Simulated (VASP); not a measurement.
# CdS (Fm-3m) in VASP: a series of runs

The runs below take CdS through single point, with LDA.

Program: VASP 6.6.1. These are calculated values, not measurements. Logs are shortened: lines on timing, memory, paths and dates and some standing lists are left out, and cuts for length are marked.

### Step 1. The cell of the first run

It takes space group Fm-3m (No. 225, cubic). Conventional cell: a = 5.552 Å, b = 5.552 Å, c = 5.552 Å, α = 90.00°, β = 90.00°, γ = 90.00°. Cd (site symmetry m-3m) has 6 S at 2.78 Å within 3.7 Å. Within 3.7 Å of S (site symmetry m-3m) lie 6 Cd at 2.78 Å.

### Step 2. Single point, LDA

INCAR

```
PREC = Accurate ; ENCUT = 500
EDIFF = 1E-6 ; ISMEAR = -1
SIGMA = 0.05 ; LREAL = F
LASPH = T ; NELM = 120
ALGO = Normal ; ISIF = 2
LWAVE = F ; LCHARG = T
LELF = T ; LVHAR = T
NBANDS = 16 ; GGA_COMPAT = F
```

KPOINTS

```
regular mesh
0
Gamma
  6 6 6
```

POSCAR

```
CdS
1.0
    0.0000000000      2.7759991146      2.7759991146
    2.7759991146      0.0000000000      2.7759991146
    2.7759991146      2.7759991146      0.0000000000
Cd S
1 1
Direct
    0.0000000000      0.0000000000      0.0000000000
    0.5000000000      0.5000000000      0.5000000000
```

Potentials or basis: VASP PAW LDA potentials, release 64 (Cd, S).

Command:

```console
cat potpaw_LDA.64/Cd/POTCAR potpaw_LDA.64/S/POTCAR > POTCAR
mpirun -np 1 vasp_std > vasp.out
```

OUTCAR:

```text
PREC = Accurate
   ENCUT = 500
   EDIFF = 1E-6
   ISMEAR = -1
   LREAL = F
   LASPH = T
   NELM = 120
   ISIF = 2

 ion  position               nearest neighbor table
   1  0.000  0.000  0.000-   2 2.78   2 2.78   2 2.78   2 2.78   2 2.78   2 2.78
   2  0.500  0.500  0.500-   1 2.78   1 2.78   1 2.78   1 2.78   1 2.78   1 2.78

  LATTYP: Found a face centered cubic cell.
 ALAT       =     5.5519982292

  Lattice vectors:

 A1 = (   0.0000000000,   2.7759991146,   2.7759991146)
 A2 = (   2.7759991146,   0.0000000000,   2.7759991146)
 A3 = (   2.7759991146,   2.7759991146,   0.0000000000)

Analysis of symmetry for initial positions (statically):
=====================================================================
 Subroutine PRICEL returns:
 Original cell was already a primitive cell.

 Routine SETGRP: Setting up the symmetry group for a
 face centered cubic supercell.

 Subroutine GETGRP returns: Found 48 space group operations
 (whereof 48 operations were pure point group operations)
 out of a pool of 48 trial point group operations.

The static configuration has the point symmetry O_h .

Analysis of symmetry for dynamics (positions and initial velocities):
=====================================================================
 Subroutine PRICEL returns:
 Original cell was already a primitive cell.

 Routine SETGRP: Setting up the symmetry group for a
 face centered cubic supercell.

 Subroutine GETGRP returns: Found 48 space group operations
 (whereof 48 operations were pure point group operations)
 out of a pool of 48 trial point group operations.

The dynamic configuration has the point symmetry O_h .

 Subroutine INISYM returns: Found 48 space group operations
 (whereof 48 operations are pure point group operations),
 and found     1 'primitive' translations

----------------------------------------------------------------------------------------

                                     Primitive cell

  volume of cell :      42.7846

  direct lattice vectors                    reciprocal lattice vectors
     0.000000000  2.775999115  2.775999115    -0.180115331  0.180115331  0.180115331
     2.775999115  0.000000000  2.775999115     0.180115331 -0.180115331  0.180115331
     2.775999115  2.775999115  0.000000000     0.180115331  0.180115331 -0.180115331

  length of vectors
     3.925855597  3.925855597  3.925855597     0.311968905  0.311968905  0.311968905

  position of ions in fractional coordinates (direct lattice)
     0.000000000  0.000000000  0.000000000
     0.500000000  0.500000000  0.500000000

  ion indices of the primitive-cell ions
   primitive index   ion index
                 1           1
                 2           2

----------------------------------------------------------------------------------------

 KPOINTS: regular mesh

Automatic generation of k-mesh.
 Grid dimensions read from file:
 generate k-points for:    6    6    6

 Generating k-lattice:

  Cartesian coordinates                     Fractional coordinates (reciprocal lattice)
    -0.030019222  0.030019222  0.030019222     0.166666667  0.000000000  0.000000000
     0.030019222 -0.030019222  0.030019222     0.000000000  0.166666667  0.000000000
     0.030019222  0.030019222 -0.030019222     0.000000000  0.000000000  0.166666667

  Length of vectors
     0.051994817  0.051994817  0.051994817

  Shift w.r.t. Gamma in fractional coordinates (k-lattice)
     0.000000000  0.000000000  0.000000000

 Subroutine IBZKPT returns following result:
 ===========================================

 Found     16 irreducible k-points:

 Following reciprocal coordinates:
            Coordinates               Weight
  0.000000  0.000000  0.000000      1.000000
  0.166667  0.000000  0.000000      8.000000
  0.333333  0.000000  0.000000      8.000000
  0.500000  0.000000  0.000000      4.000000
  0.166667  0.166667  0.000000      6.000000
  0.333333  0.166667  0.000000     24.000000
[... 8 lines left out ...]
 -0.333333  0.333333  0.166667     24.000000
 -0.333333  0.500000  0.166667     12.000000
   k-points           NKPTS =     16   k-points in BZ     NKDIM =     16   number of bands    NBANDS=     16
   number of dos      NEDOS =    301   number of ions     NIONS =      2
   total plane-waves  NPLWV =  27000
   dimension x,y,z NGX =    30 NGY =   30 NGZ =   30
   dimension x,y,z NGXF=    60 NGYF=   60 NGZF=   60
   ions per type =               1   1
   NGX,Y,Z   is equivalent  to a cutoff of  12.70, 12.70, 12.70 a.u.
   NGXF,Y,Z  is equivalent  to a cutoff of  25.41, 25.41, 25.41 a.u.
 SYSTEM =  unknown system
   PREC   = accura    normal or accurate (medium, high low for compatibility)
   ISTART =      0    job   : 0-new  1-cont  2-samecut
   ICHARG =      2    charge: 1-file 2-atom 10-const
   ISPIN  =      1    spin polarized calculation?
   LNONCOLLINEAR =      F non collinear calculations
   LSORBIT =      F    spin-orbit coupling
   LASPH  =      T    aspherical Exc in radial PAW
   ENCUT  =  500.0 eV  36.75 Ry    6.06 a.u.   7.16  7.16  7.16*2*pi/ulx,y,z
   NELM   =    120;   NELMIN=  2; NELMDL= -5     # of ELM steps
   EDIFF  = 0.1E-05   stopping-criterion for ELM
   LREAL  =      F    real-space projection
   EDIFFG = 0.1E-04   stopping-criterion for IOM
   NSW    =      0    number of steps for IOM
   IBRION =     -1    ionic relax: 0-MD 1-quasi-New 2-CG
   NFREE  =      0    steps in history (QN), initial steepest desc. (CG)
   ISIF   =      2    stress and relaxation
   ISYM   =      2    0-nonsym 1-usesym 2-fastsym
   POTIM  = 0.5000    time-step for ionic-motion
   TEBEG  =    0.0;   TEEND  =   0.0 temperature during run
   PSTRESS=    0.0 pullay stress
   NELECT =      18.0000    total number of electrons
   NUPDOWN=      -1.0000    fix difference up-down
   EMIN   =  10.00;   EMAX   =-10.00  energy-range for DOS
   EFERMI =   0.00;   METHOD = LEGACY
   ISMEAR =    -1;   SIGMA  =   0.05  broadening in eV -4-tet -1-fermi 0-gaus
   EFERMI_NEDOS =   21; number of points for ismear=-14 and -15
   IALGO  =     38    algorithm
   IMIX   =      4    mixing-type and parameters
     AMIX     =   0.40;   BMIX     =  1.00
     AMIX_MAG =   1.60;   BMIX_MAG =  1.00
  volume/ion in A,a.u.               =      21.39       144.36
  Fermi-wavevector in a.u.,A,eV,Ry     =   1.226694  2.318116 20.473760  1.504779
  Thomas-Fermi vector in A             =   2.361686
   LORBIT       =      0    0 simple, 1 ext, 2 COOP (PROOUT), +10 PAW based schemes
   GGA     = CA    functional components
   LHFCALC =     F    Hartree Fock is set to
   AEXX    =    0.0000 exact exchange contribution
   IVDW    =     0    specifies the selected vdW correction
   LEPSILON=     F    determine dielectric tensor
   LRPA    =     F    only Hartree local field effects (RPA)
 non-spin polarized calculation
  energy-cutoff  :      500.00
  volume of cell :       42.78
 maximum number of plane-waves:      1106
 NGX is ok and might be reduce to    30
   NGX = 15   NGY = 15   NGZ = 15

 number of electron      18.0000002 magnetization

 Free energy of the ion-electron system (eV)
  ---------------------------------------------------
  ext. energy  EPLUGINS =         0.00000000
  ---------------------------------------------------
  free energy    TOTEN  =        -7.14307929 eV

  energy without entropy =       -7.13828280  energy(sigma->0) =       -7.14068104

 E-fermi :   2.4009     XC(G=0): -10.5422

 val. band max:        2.3268910218   @ k =   0.5000   0.5000   0.0000
 cond. band min:       2.8173475755   @ k =   0.0000   0.0000   0.0000
 fundamental gap:      0.4904565537
 Fermi energy:         2.4008789483

 k-point     1 :       0.0000    0.0000    0.0000
  band No.  band energies     occupation
      1     -10.1791      2.00000
      2      -5.2333      2.00000
      3      -5.2333      2.00000
      4      -5.2291      2.00000
      5      -5.2291      2.00000
      6      -5.2291      2.00000
[... 8 lines left out ...]
     15      13.1784      0.00000
     16      13.1784      0.00000

 k-point     2 :       0.1667    0.0000    0.0000
  band No.  band energies     occupation
      1      -9.9598      2.00000
      2      -5.3028      2.00000
      3      -5.3028      2.00000
      4      -5.2527      2.00000
      5      -5.1840      2.00000
      6      -5.1840      2.00000
[... 8 lines left out ...]
     15      12.4652      0.00000
     16      12.8743      0.00000

 k-point     3 :       0.3333    0.0000    0.0000
  band No.  band energies     occupation
      1      -9.4418      2.00000
      2      -5.4371      2.00000
      3      -5.4371      2.00000
      4      -5.3468      2.00000
      5      -5.0908      2.00000
      6      -5.0908      2.00000
[... 8 lines left out ...]
     15      13.8347      0.00000
     16      13.8347      0.00000

 k-point     4 :       0.5000    0.0000    0.0000
  band No.  band energies     occupation
      1      -9.1211      2.00000
      2      -5.5014      2.00000
      3      -5.5014      2.00000
      4      -5.4447      2.00000
      5      -5.0432      2.00000
      6      -5.0432      2.00000
[... 8 lines left out ...]
     15      15.2187      0.00000
     16      15.2187      0.00000
[... 172 lines left out ...]
 k-point    14 :       0.5000    0.3333    0.1667
  band No.  band energies     occupation
      1      -9.3002      2.00000
      2      -5.3447      2.00000
      3      -5.2877      2.00000
      4      -5.2606      2.00000
      5      -5.0575      2.00000
      6      -4.9415      2.00000
[... 8 lines left out ...]
     15      16.0537      0.00000
     16      16.9740      0.00000

 k-point    15 :      -0.3333    0.3333    0.1667
  band No.  band energies     occupation
      1      -9.1771      2.00000
      2      -5.3940      2.00000
      3      -5.2530      2.00000
      4      -5.2283      2.00000
      5      -5.0154      2.00000
      6      -4.7841      2.00000
[... 8 lines left out ...]
     15      14.5880      0.00000
     16      16.7771      0.00000

 k-point    16 :      -0.3333    0.5000    0.1667
  band No.  band energies     occupation
      1      -9.2316      2.00000
      2      -5.3054      2.00000
      3      -5.2881      2.00000
      4      -5.1180      2.00000
      5      -4.9822      2.00000
      6      -4.5086      2.00000
[... 8 lines left out ...]
     15      15.7614      0.00000
     16      16.8838      0.00000

------------------------ aborting loop because EDIFF is reached ----------------------------------------

  FORCE on cell =-STRESS in cart. coord.  units (eV):
  Direction    XX          YY          ZZ          XY          YZ          ZX
  --------------------------------------------------------------------------------------
  -------------------------------------------------------------------------------------
  Total       -2.0690283     -2.0690283     -2.0690283     -0.0000000      0.0000000     -0.0000000
  in kB      -77.4798977    -77.4798977    -77.4798977     -0.0000000      0.0000000     -0.0000000
  external PRESSURE =     -77.4798977 kB  Pullay stress =       0.0000000 kB

 VOLUME and BASIS-vectors are now :
 -----------------------------------------------------------------------------
  energy-cutoff  :      500.00
  volume of cell :       42.78
      direct lattice vectors                 reciprocal lattice vectors
     0.000000000  2.775999115  2.775999115    -0.180115331  0.180115331  0.180115331
     2.775999115  0.000000000  2.775999115     0.180115331 -0.180115331  0.180115331
     2.775999115  2.775999115  0.000000000     0.180115331  0.180115331 -0.180115331

 POSITION                                       TOTAL-FORCE (eV/Angst)
 -----------------------------------------------------------------------------------
      0.00000      0.00000      0.00000        -0.000000     -0.000000     -0.000000
      2.77600      2.77600      2.77600         0.000000      0.000000      0.000000
 -----------------------------------------------------------------------------------
    total drift:                               -0.000000      0.000000      0.000000

  FREE ENERGIE OF THE ION-ELECTRON SYSTEM (eV)
  ---------------------------------------------------
  free  energy   TOTEN  =        -7.1430792905 eV

  energy  without entropy=       -7.1382827995  energy(sigma->0) =       -7.14068104
```

Run time: 24 s. Hardware: 1 thread of AMD EPYC 7R13, shared host; peak memory 0.12 GiB.

What came out:

```yaml
Free_energy: -7.1431 eV
Pressure: -7.7 GPa
```

Levels at points of the mesh, in eV from the Fermi level:
| k point | band 5 | band 6 | band 7 | band 8 | band 9 | band 10 | band 11 | band 12 | band 13 | band 14 |
| --- | --- | --- | --- | --- | --- | --- | --- | --- | --- | --- |
| (0.00, 0.00, 0.00) | -7.63 | -7.63 | -0.76 | -0.76 | -0.76 | 0.42 | 9.07 | 9.07 | 9.07 | 10.78 |
| (0.50, 0.00, 0.00) | -7.44 | -7.44 | -4.82 | -0.09 | -0.09 | 3.26 | 5.66 | 5.66 | 6.18 | 11.81 |
| (0.50, 0.50, 0.00) | -7.38 | -6.77 | -4.11 | -2.09 | -2.09 | -0.07 | 5.91 | 9.27 | 10.60 | 10.60 |

(Part 1 of 2 ends here.)
